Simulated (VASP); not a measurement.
## Ti36H (a cell with a defect): single point with PBE

System: Ti36H (a cell with a defect).

```
Ti H
1.0
     8.81807    0.00000    0.00000
    -4.40904    7.63667    0.00000
     0.00000    0.00000    9.29704
Ti H
36 1
Cartesian
  -0.0156 1.6834 1.1517
  1.4873 0.7871 3.4907
  -0.0158 1.6830 5.8346
  1.4590 0.8511 8.1405
  -1.4630 4.2382 1.1591
  -0.0198 3.4107 3.4906
  -1.4628 4.2376 5.8258
  -0.0045 3.3896 8.1405
  -2.9357 6.7873 1.1592
  -1.4528 5.9316 3.4933
  -2.9360 6.7872 5.8261
  -1.4781 5.9377 8.1425
  2.9548 1.6876 1.1539
  4.4489 0.8310 3.4945
  2.9543 1.6874 5.8318
  4.3941 0.8510 8.1421
  1.4732 4.2593 1.1523
  3.0114 3.4205 3.4905
  1.4731 4.2588 5.8337
  2.9276 3.3926 8.1405
  0.0058 6.7889 1.1650
  1.4881 5.9599 3.4945
  0.0049 6.7882 5.8221
  1.4609 5.9379 8.1421
  5.8796 1.6905 1.1648
  7.3445 0.8305 3.4945
  5.8794 1.6908 5.8222
  7.3377 0.8464 8.1421
  4.4120 4.2396 1.1592
  5.8997 3.3920 3.4934
  4.4115 4.2391 5.8262
  5.8712 3.3934 8.1426
  2.9385 6.7871 1.1647
  4.4310 5.9335 3.4935
  2.9388 6.7865 5.8223
  4.4011 5.9384 8.1427
  1.5007 2.5379 3.4967
```

* Program: VASP 6.6.1
* Task: single point
* Functional: PBE
* Potentials or basis: VASP PAW PBE potentials, release 64 (Ti_sv, H)
* Cutoff: 520 eV
* k mesh: 2 × 2 × 2
* Occupations: methfessel-paxton, width 0.1 eV
* Spin: no spin polarisation

| Property | Result |
| --- | --- |
| Pressure | 0.4 GPa |
| Largest force | 0.153 eV/Å |
| Band gap on the k mesh | zero (an odd number of electrons rules out a gap without spin polarisation) |

Forces on the atoms (eV/Å):
```
Ti  -0.100 -0.055 -0.099
Ti  -0.015  0.040  0.004
Ti  -0.088 -0.051  0.102
Ti   0.033  0.000  0.001
Ti  -0.092  0.060 -0.045
Ti   0.007 -0.022  0.006
Ti  -0.094  0.057  0.039
Ti   0.004  0.001  0.000
Ti   0.008 -0.117 -0.043
Ti  -0.030  0.011  0.006
Ti   0.005 -0.109  0.052
Ti   0.049  0.009 -0.012
Ti   0.099 -0.064 -0.091
Ti  -0.058  0.024 -0.009
Ti   0.101 -0.061  0.086
Ti   0.097 -0.044  0.004
Ti  -0.008  0.110 -0.099
Ti  -0.061 -0.017  0.014
Ti  -0.001  0.116  0.100
Ti   0.029  0.000 -0.002
Ti   0.019  0.020  0.001
Ti  -0.021 -0.031 -0.010
Ti   0.027  0.017  0.001
Ti   0.019  0.082  0.005
Ti   0.002 -0.027  0.003
Ti   0.008  0.021 -0.009
Ti  -0.001 -0.032  0.000
Ti  -0.051 -0.027 -0.002
Ti   0.104  0.058 -0.048
Ti  -0.021  0.002 -0.008
Ti   0.102  0.049  0.051
Ti   0.014 -0.048  0.004
Ti  -0.021  0.005  0.007
Ti  -0.016 -0.007 -0.008
Ti  -0.018  0.010  0.002
Ti  -0.009  0.015 -0.010
H   -0.020  0.004  0.007
```

Stress tensor (GPa, compression positive):
```
 0.00  0.05 -0.01
 0.05  0.02  0.00
-0.01  0.00  1.23
```

Levels at points of the mesh, in eV from the Fermi level:
```tsv
k point	band 214	band 215	band 216	band 217	band 218	band 219	band 220	band 221
(0.00, 0.00, 0.00)	-0.29	-0.28	-0.28	-0.09	0.02	0.05	0.15	0.16
(0.50, 0.00, 0.00)	-0.33	-0.27	-0.11	-0.05	0.05	0.05	0.06	0.07
(0.00, 0.50, 0.00)	-0.34	-0.27	-0.10	-0.05	0.05	0.05	0.06	0.07
(0.50, 0.50, 0.00)	-0.34	-0.28	-0.10	-0.05	0.05	0.05	0.05	0.06
(0.00, 0.00, 0.50)	-0.07	-0.05	-0.05	-0.05	-0.04	-0.04	-0.04	-0.02
(0.50, 0.00, 0.50)	-0.03	0.00	0.02	0.07	0.11	0.12	0.13	0.14
(0.00, 0.50, 0.50)	-0.03	0.00	0.02	0.07	0.12	0.13	0.13	0.14
(0.50, 0.50, 0.50)	-0.02	0.00	0.01	0.07	0.12	0.12	0.13	0.13
```

Run time: 5.4 min on 1 × NVIDIA H100 80GB with 1 thread of AMD EPYC 7R13 Processor (Zen 3), on a shared host, peak memory 2.1 GiB.

Caveat: the k points lie up to 0.41 Å⁻¹ apart, too coarse for converged energies and pressures of a metal.
